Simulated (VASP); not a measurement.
# ScNb (P-6m2) in VASP: a series of runs, part 2 of 2

VASP 6.6.1. Earlier steps stand in the parts before.

## 5. Single point, PBE

INCAR reads:

```
ALGO = Normal
EDIFF = 1E-6
ENCUT = 500
GGA = PE
GGA_COMPAT = F
ISIF = 2
ISMEAR = 1
LASPH = T
LCHARG = F
LREAL = F
LWAVE = F
NBANDS = 19
NELM = 120
PREC = Accurate
SIGMA = 0.086
```

KPOINTS reads:

```
k-points
0
Gamma
  6 6 4
```

POSCAR reads:

```
ScNb
1.0
    3.0656443612      0.0000000000      0.0000000000
   -1.5328221806      2.6549258957      0.0000000000
    0.0000000000      0.0000000000      5.0721940000
Sc Nb
1 1
Direct
    0.0000000000      0.0000000000      0.0000000000
    0.3333333333      0.6666666667      0.5000000000
```

Potentials or basis: VASP PAW PBE potentials, release 64 (Sc_sv, Nb_sv).

The run is started by

```console
> cat potpaw_PBE.64/Sc_sv/POTCAR potpaw_PBE.64/Nb_sv/POTCAR > POTCAR
> mpirun -np 1 vasp_std > vasp.out
```

OUTCAR:

```text
EDIFF = 1E-6
   ENCUT = 500
   GGA = PE
   ISIF = 2
   ISMEAR = 1
   LASPH = T
   LREAL = F
   NELM = 120
   PREC = Accurate

 ion  position               nearest neighbor table
   1  0.000  0.000  0.000-   2 3.09   2 3.09   2 3.09   2 3.09   2 3.09   2 3.09
   2  0.333  0.667  0.500-   1 3.09   1 3.09   1 3.09   1 3.09   1 3.09   1 3.09

  LATTYP: Found a hexagonal cell.
 ALAT       =     3.0656443612
 C/A-ratio  =     1.6545278585

  Lattice vectors:

 A1 = (   3.0656443612,   0.0000000000,   0.0000000000)
 A2 = (  -1.5328221806,   2.6549258957,   0.0000000000)
 A3 = (   0.0000000000,   0.0000000000,   5.0721940000)

Analysis of symmetry for initial positions (statically):
=====================================================================
 Subroutine PRICEL returns:
 Original cell was already a primitive cell.

 Routine SETGRP: Setting up the symmetry group for a
 hexagonal supercell.

 Subroutine GETGRP returns: Found 12 space group operations
 (whereof 12 operations were pure point group operations)
 out of a pool of 24 trial point group operations.

The static configuration has the point symmetry D_3h.

Analysis of symmetry for dynamics (positions and initial velocities):
=====================================================================
 Subroutine PRICEL returns:
 Original cell was already a primitive cell.

 Routine SETGRP: Setting up the symmetry group for a
 hexagonal supercell.

 Subroutine GETGRP returns: Found 12 space group operations
 (whereof 12 operations were pure point group operations)
 out of a pool of 24 trial point group operations.

The dynamic configuration has the point symmetry D_3h.

 Subroutine INISYM returns: Found 12 space group operations
 (whereof 12 operations are pure point group operations),
 and found     1 'primitive' translations
[... 104 lines left out ...]
   EMIN   =  10.00;   EMAX   =-10.00  energy-range for DOS
   EFERMI =   0.00;   METHOD = LEGACY
   ISMEAR =     1;   SIGMA  =   0.09  broadening in eV -4-tet -1-fermi 0-gaus
   EFERMI_NEDOS =   21; number of points for ismear=-14 and -15
   IALGO  =     38    algorithm
   IMIX   =      4    mixing-type and parameters
     AMIX     =   0.40;   BMIX     =  1.00
     AMIX_MAG =   1.60;   BMIX_MAG =  1.00
  volume/ion in A,a.u.               =      20.64       139.30
  Fermi-wavevector in a.u.,A,eV,Ry     =   1.366329  2.581987 25.400097  1.866854
  Thomas-Fermi vector in A             =   2.492479
   LORBIT       =      0    0 simple, 1 ext, 2 COOP (PROOUT), +10 PAW based schemes
   GGA     = PE    functional components
   LHFCALC =     F    Hartree Fock is set to
   AEXX    =    0.0000 exact exchange contribution
   IVDW    =     0    specifies the selected vdW correction
   LEPSILON=     F    determine dielectric tensor
   LRPA    =     F    only Hartree local field effects (RPA)
 non-spin polarized calculation
 Methfessel and Paxton  Order N= 1 SIGMA  =   0.09
  energy-cutoff  :      500.00
  volume of cell :       41.28
 maximum number of plane-waves:      1075
 NGX is ok and might be reduce to    24
   NGX = 11   NGY = 11   NGZ = 19

 number of electron      24.0000000 magnetization

 Free energy of the ion-electron system (eV)
  ---------------------------------------------------
  ext. energy  EPLUGINS =         0.00000000
  ---------------------------------------------------
  free energy    TOTEN  =       -16.04779324 eV

  energy without entropy =      -16.04634086  energy(sigma->0) =      -16.04730912

 E-fermi :   7.1865     XC(G=0): -11.2126

 val. band max:        7.1643429872   @ k =   0.3333   0.1667   0.5000
 cond. band min:       7.2166781299   @ k =   0.1667  -0.0000   0.5000
 fundamental gap:      0.0523351427
 Fermi energy:         7.1865008211

 k-point     1 :       0.0000    0.0000    0.0000
  band No.  band energies     occupation
      1     -47.5108      2.00000
      2     -41.8012      2.00000
      3     -23.6667      2.00000
      4     -23.1372      2.00000
      5     -23.1372      2.00000
      6     -20.4089      2.00000
[... 439 lines left out ...]
      6     -20.5532      2.00000
[... 11 lines left out ...]
     18      11.5180      0.00000
     19      14.5417      0.00000

------------------------ aborting loop because EDIFF is reached ----------------------------------------

  FORCE on cell =-STRESS in cart. coord.  units (eV):
  Direction    XX          YY          ZZ          XY          YZ          ZX
  --------------------------------------------------------------------------------------
  -------------------------------------------------------------------------------------
  Total       -0.2285821     -0.2285821      0.1071503     -0.0000000      0.0000000      0.0000000
  in kB       -8.8712062     -8.8712062      4.1584736     -0.0000000      0.0000000      0.0000000
  external PRESSURE =      -4.5279796 kB  Pullay stress =       0.0000000 kB

 VOLUME and BASIS-vectors are now :
 -----------------------------------------------------------------------------
  energy-cutoff  :      500.00
  volume of cell :       41.28
      direct lattice vectors                 reciprocal lattice vectors
     3.065644361  0.000000000  0.000000000     0.326195697  0.188329174  0.000000000
    -1.532822181  2.654925896  0.000000000     0.000000000  0.376658347  0.000000000
     0.000000000  0.000000000  5.072194000     0.000000000  0.000000000  0.197153342

 POSITION                                       TOTAL-FORCE (eV/Angst)
 -----------------------------------------------------------------------------------
      0.00000      0.00000      0.00000         0.000000      0.000000      0.000000
     -0.00000      1.76995      2.53610         0.000000      0.000000      0.000000
 -----------------------------------------------------------------------------------
    total drift:                                0.000000     -0.000000     -0.000000

  FREE ENERGIE OF THE ION-ELECTRON SYSTEM (eV)
  ---------------------------------------------------
  free  energy   TOTEN  =       -16.0477932442 eV

  energy  without entropy=      -16.0463408641  energy(sigma->0) =      -16.04730912
```

stdout:

```text
POSCAR found type information on POSCAR ScNb
 POSCAR found :  2 types and       2 ions
 scaLAPACK will be used
 LDA part: xc-table for (Slater+PW92), standard interpolation
 POSCAR, INCAR and KPOINTS ok, starting setup
 FFT: planning ... GRIDC
 FFT: planning ... GRID_SOFT
 FFT: planning ... GRID
 WAVECAR not read
 entering main loop
```

Wall time 21 s (1 thread of Intel Xeon 8259CL, shared host); peak memory 0.17 GiB.

Results:

| Quantity | Value |
| --- | --- |
| Free energy | -16.0478 eV |
| Pressure | -0.5 GPa |
| Band gap on the k mesh | zero (bands 12 and 13 overlap by 0.97 eV) |

Levels at points of the mesh, in eV from the Fermi level:
```
           k point  band 9  band 10  band 11  band 12  band 13  band 14  band 15  band 16
(0.00, 0.00, 0.00)   -5.65    -2.82     0.61     0.61     0.82     1.06     2.12     2.12
(0.50, 0.00, 0.00)   -2.74    -2.02    -1.74    -0.13     0.89     0.95     1.59     4.45
(0.00, 0.00, 0.50)   -4.28    -3.68    -0.63     0.49     0.49     0.88     1.50     1.50
(0.50, 0.00, 0.50)   -2.75    -2.64    -1.04    -0.29     1.69     1.77     1.77     2.91
```

Caveat: the k points lie up to 0.39 Å⁻¹ apart, too coarse for converged energies and pressures of a metal.

## 6. Single point, PBE

INCAR reads:

```
ALGO     = Normal         # electronic algorithm
EDIFF    = 1E-6           # SCF threshold, eV
ENCUT    = 500            # plane-wave cutoff, eV
GGA      = PE             # functional
GGA_COMPAT= False        
ISIF     = 2              # what is computed and relaxed
ISMEAR   = 0              # smearing method
LASPH    = True           # aspherical terms in the spheres
LCHARG   = False          # write CHGCAR
LREAL    = False          # projectors in reciprocal space
LWAVE    = False          # write WAVECAR
NBANDS   = 19             # bands
NELM     = 120            # most SCF steps
PREC     = Accurate       # precision mode
SIGMA    = 0.1            # smearing width, eV
```

KPOINTS is that of step 5.

POSCAR is that of step 5.

Potentials or basis: VASP PAW PBE potentials, release 64 (Sc_sv, Nb_sv).

The run is started by

```console
> cat potpaw_PBE.64/Sc_sv/POTCAR potpaw_PBE.64/Nb_sv/POTCAR > POTCAR
> mpirun -np 1 vasp_std > vasp.out
```

It took 21 s on 1 thread of Intel Xeon 8259CL, shared host; peak memory 0.16 GiB.

It converged, with:

```
Free energy            : -16.0539 eV
Pressure               : -0.5 GPa
Band gap on the k mesh : zero (bands 12 and 13 overlap by 0.98 eV)
```

Stress tensor (GPa, compression positive):
```
-0.89  0.00  0.00
 0.00 -0.89  0.00
 0.00  0.00  0.41
```

Levels at points of the mesh, in eV from the Fermi level:
| k point | band 10 | band 11 | band 12 | band 13 | band 14 | band 15 |
| --- | --- | --- | --- | --- | --- | --- |
| (0.00, 0.00, 0.00) | -2.84 | 0.59 | 0.59 | 0.80 | 1.04 | 2.09 |
| (0.50, 0.00, 0.00) | -2.04 | -1.76 | -0.16 | 0.86 | 0.92 | 1.57 |
| (0.00, 0.00, 0.50) | -3.70 | -0.65 | 0.47 | 0.47 | 0.86 | 1.48 |
| (0.50, 0.00, 0.50) | -2.66 | -1.06 | -0.31 | 1.67 | 1.74 | 1.75 |

Caveat: the k points lie up to 0.39 Å⁻¹ apart, too coarse for converged energies and pressures of a metal.

## 7. Single point, PBE, collinear spin, zero start

INCAR reads:

```
ALGO = Normal ; EDIFF = 1E-6
ENCUT = 500 ; GGA = PE
GGA_COMPAT = False ; ISIF = 2
ISMEAR = 1 ; ISPIN = 2
LASPH = True ; LCHARG = False
LMAXMIX = 4 ; LORBIT = 11
LREAL = False ; LWAVE = False
MAGMOM = 0 0 ; NBANDS = 23
NELM = 200 ; PREC = Accurate
SIGMA = 0.012
```

KPOINTS is that of step 6.

POSCAR is that of step 6.

The run is started by

```console
> cat potpaw_PBE.64/Sc_sv/POTCAR potpaw_PBE.64/Nb_sv/POTCAR > POTCAR
> mpirun -np 1 vasp_std > vasp.out
```

It took 67 s on 1 thread of Intel Xeon 8259CL, shared host; peak memory 0.19 GiB.

Results (log left out):

```
Free energy                                           : -16.0470 eV
Pressure                                              : -0.4 GPa
Net moment                                            : 0.04 μB per cell
Site moments                                          : Sc +0.03; Nb -0.00 μB
Valence electrons inside the program's atomic spheres : Sc 9.54; Nb 10.57
```

Stress tensor (GPa, compression positive):
```
-0.84  0.00  0.00
 0.00 -0.84  0.00
 0.00  0.00  0.36
```

Levels at points of the mesh, in eV from the Fermi level:
Spin up:
```
           k point  band 8  band 9  band 10  band 11  band 12  band 13  band 14  band 15  band 16  band 17
(0.00, 0.00, 0.00)  -27.36   -5.66    -2.83     0.59     0.59     0.82     1.05     2.11     2.11     2.23
(0.50, 0.00, 0.00)  -27.48   -2.75    -2.03    -1.75    -0.14     0.88     0.94     1.58     4.43     4.58
(0.00, 0.00, 0.50)  -27.36   -4.29    -3.69    -0.64     0.47     0.47     0.87     1.49     1.49     3.39
(0.50, 0.00, 0.50)  -27.49   -2.76    -2.65    -1.04    -0.31     1.68     1.75     1.76     2.91     4.50
```
Spin down:
```
           k point  band 9  band 10  band 11  band 12  band 13  band 14  band 15  band 16
(0.00, 0.00, 0.00)   -5.64    -2.82     0.59     0.59     0.83     1.08     2.15     2.15
(0.50, 0.00, 0.00)   -2.75    -2.02    -1.71    -0.13     0.89     0.96     1.60     4.43
(0.00, 0.00, 0.50)   -4.29    -3.65    -0.64     0.47     0.47     0.90     1.52     1.52
(0.50, 0.00, 0.50)   -2.76    -2.64    -1.04    -0.26     1.68     1.76     1.79     2.93
```

Caveat: the k points lie up to 0.39 Å⁻¹ apart.

## 8. The runs side by side

| level | potentials or basis | spin | k mesh | smearing | gap on the mesh (eV) | pressure (GPa) | moment (μB) |
| --- | --- | --- | --- | --- | --- | --- | --- |
| revPBE | VASP PAW PBE potentials, release 64 (Sc_sv, Nb_sv) | collinear, zero start | 3 × 3 × 1 | gaussian 0.1 eV | none | 0.3 | 0.00 |
| PBE | VASP PAW PBE potentials, release 64 (Sc_sv, Nb_sv) | off | 6 × 6 × 2 | methfessel-paxton 0.136057 eV | none | -0.5 | - |
| LDA | VASP PAW LDA potentials, release 64 (Sc_sv, Nb_sv) | off | 6 × 6 × 4 | gaussian 0.1 eV | none | -7.6 | - |
| PBE | VASP PAW PBE potentials, release 64 (Sc_sv, Nb_sv) | off | 6 × 6 × 4 | methfessel-paxton 0.086 eV | none | -0.5 | - |
| PBE | VASP PAW PBE potentials, release 64 (Sc_sv, Nb_sv) | off | 6 × 6 × 4 | gaussian 0.1 eV | none | -0.5 | - |
| PBE | VASP PAW PBE potentials, release 64 (Sc_sv, Nb_sv) | collinear, zero start | 6 × 6 × 4 | methfessel-paxton 0.012 eV | none | -0.4 | 0.04 |

Alike in all rows: task single point; cell as given; cutoff (eV) 500.

Caveats: all runs use coarse meshes; the PAW data sets were made with another functional, which shifts forces and pressure a little (at least some runs).

Total energies depend on the potentials used, so only differences within one code and one set of settings carry meaning.
